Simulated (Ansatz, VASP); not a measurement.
One calculation of ZnO, two programs

File POSCAR:

```
ZnO
1.0
    3.2353408669      0.0000000000      0.0000000000
   -1.6176704335      2.8018873806      0.0000000000
    0.0000000000      0.0000000000      5.2630613499
Zn O
2 2
Direct
    0.3333333333      0.6666666667     -0.0010332031
    0.6666666667      0.3333333333      0.4989667969
    0.3333333333      0.6666666667      0.3760332031
    0.6666666667      0.3333333333      0.8760332031
```

File INCAR.step1:

```
PREC     = Accurate       # precision mode
ENCUT    = 520            # plane-wave cutoff, eV
ISMEAR   = 0              # smearing method
SIGMA    = 0.01           # smearing width, eV
LREAL    = F              # projectors in reciprocal space
LASPH    = T              # aspherical terms in the spheres
NELM     = 60             # most SCF steps
NBANDS   = 26             # bands
GGA      = PE             # functional
ALGO     = Normal         # electronic algorithm
EDIFF    = 1E-4           # SCF threshold, eV
LWAVE    = T              # write WAVECAR
LCHARG   = F              # write CHGCAR
```

INCAR.step2

```
PREC     = Accurate       # precision mode
ENCUT    = 520            # plane-wave cutoff, eV
EDIFF    = 1E-6           # SCF threshold, eV
ISMEAR   = 0              # smearing method
SIGMA    = 0.01           # smearing width, eV
LREAL    = F              # projectors in reciprocal space
LASPH    = T              # aspherical terms in the spheres
NELM     = 60             # most SCF steps
ALGO     = Normal         # electronic algorithm
ISIF     = 2              # what is computed and relaxed
LWAVE    = F              # write WAVECAR
LCHARG   = F              # write CHGCAR
METAGGA  = R2SCAN         # meta-GGA
LMIXTAU  = T            
NBANDS   = 26             # bands
ISTART   = 1
```

KPOINTS

```
regular mesh
0
Gamma
  12 12 6
```

Input for Ansatz:

```yaml
crystal:
  lattice:
    - [3.2353408669, 0.0, 0.0]
    - [-1.6176704335, 2.8018873806, 0.0]
    - [0.0, 0.0, 5.2630613499]
  atoms:
    - { symbol: Zn, position: [0.3333333333, 0.6666666667, -0.0010332031] }
    - { symbol: Zn, position: [0.6666666667, 0.3333333333, 0.4989667969] }
    - { symbol: O, position: [0.3333333333, 0.6666666667, 0.3760332031] }
    - { symbol: O, position: [0.6666666667, 0.3333333333, 0.8760332031] }
kpoints:
  mp_grid: { grid: [12, 12, 6] }
  band_path:
    path:
      - [0.0, 0.0, 0.0]
      - [0.5, 0.0, 0.0]
      - [0.3333333333, 0.3333333333, 0.0]
      - [0.0, 0.0, 0.5]
      - [0.5, 0.0, 0.5]
      - [0.3333333333, 0.3333333333, 0.5]
    npoints: 1
hamiltonian:
  xc: r2scan
scf:
  occupations: { method: fixed }
  n_extra_bands: 5
output:
  forces: true
  stress: true
  eigenvalues: true
```

Change from the starting cell: uniaxial_z strain +1.0%.

Alike in both runs: task single point; functional r2SCAN; k mesh 12 × 12 × 6; no spin polarisation.

|  | VASP | Ansatz |
| --- | --- | --- |
| version | VASP 6.6.1 | Ansatz 0.2.0 |
| potentials or method | VASP PAW PBE potentials, release 64 (Zn, O) | plane waves, PAW |
| plane-wave cutoff (eV) | 520 | 500 |
| occupations | gaussian, width 0.01 eV | fixed |
| valence electrons in the cell | 36 | 36 |

VASP gave:

| Item | Value |
| --- | --- |
| gap on the k mesh at the Fermi level (eV) | 1.21 |
| pressure (GPa) | -0.5 |
| traceless stress, the component that is largest in VASP (GPa) | -0.74 |
| rms of the force components (eV/Å) | 0.005 |

Task: What did Ansatz give for the same quantities?

Result: gap on the k mesh at the Fermi level (eV): 1.21; pressure (GPa): -1.5; traceless stress, the component that is largest in VASP (GPa): -0.70; rms of the force components (eV/Å): 0.002.

VASP's potentials were made for PBE, not for r2SCAN. Atom by atom the forces differ by 0.003 eV/Å (rms over components).
